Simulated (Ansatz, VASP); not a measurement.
## Two plane-wave programs on Ta2N

INCAR

```
SYSTEM = Ta2N
ALGO = Normal ; EDIFF = 1E-6
ENCUT = 520 ; ISIF = 2
ISMEAR = 0 ; LASPH = .True.
LCHARG = .False. ; LREAL = .False.
LWAVE = .False. ; NBANDS = 20
NELM = 80 ; PREC = Accurate
SIGMA = 0.15
```

KPOINTS

```
k-points
0
Gamma
  15 15 8
  0 0 0
```

Contents of POSCAR:

```
Ta2N
1.0
    3.0618406011      0.0000000000      0.0000000000
   -1.5309203006      2.6516317429      0.0000000000
    0.0000000000      0.0000000000      5.1222640622
Ta N
2 1
Direct
    0.6666666667      0.3333333333      0.7466885012
    0.3333333333      0.6666666667      0.2533114988
    0.0000000000      0.0000000000      0.0000000000
```

Input for Ansatz:

```yaml
crystal:
  lattice:
    - [3.0618406011, 0.0, 0.0]
    - [-1.5309203006, 2.6516317429, 0.0]
    - [0.0, 0.0, 5.1222640622]
  atoms:
    - { symbol: Ta, position: [0.6666666667, 0.3333333333, 0.7466885012] }
    - { symbol: Ta, position: [0.3333333333, 0.6666666667, 0.2533114988] }
    - { symbol: "N", position: [0.0, 0.0, 0.0] }
basis:
  ecutwfc: 520.0
kpoints:
  mp_grid: { grid: [15, 15, 8] }
hamiltonian:
  xc: lda
  pseudopotentials: { kind: paw, azcp: { folder: soft_1 } }
scf:
  occupations: { method: gaussian, width: 0.15 }
output:
  forces: true
  stress: true
  eigenvalues: true
  write_density: true
  write_potential: true
  elf: true
  volumetric_format: npy
```

Change from the starting cell: engineering shear strain xy +0.0000, normal strain along z +0.0700.

Alike in both runs: task single point; functional LDA; k mesh 15 × 15 × 8; occupations gaussian, width 0.15 eV; no spin polarisation.

|  | VASP | Ansatz |
| --- | --- | --- |
| version | VASP 6.6.1 | Ansatz 0.2.0 |
| potentials or method | VASP PAW LDA potentials, release 64 (Ta_pv, N), cutoff 520 eV | scalar-relativistic, plane waves, PAW |
| valence electrons in the cell | 27 | 31 |

```tsv
	VASP	Ansatz	Ansatz less VASP
gap on the k mesh at the Fermi level (eV)	none	none	-
pressure (GPa)	-16.9	-18.2	-1.21
traceless stress, the component that is largest in VASP (GPa)	-8.02	-7.90	+0.117
rms of the force components (eV/Å)	0.016	0.005	-0.0110
```

Ansatz warns that its potentials were made for another functional, while VASP's fit it. LDA's correlation is that of Perdew and Zunger in VASP and of Perdew and Wang (1992) in Ansatz. Atom by atom the forces differ by 0.021 eV/Å (rms over components). A gap of «none» marks a metal or a gap that the smearing closes. VASP's potentials hold 27 valence electrons a cell and Ansatz's 31, so a difference there can come from the potentials and not from the codes.

Neither program's run includes spin-orbit coupling.
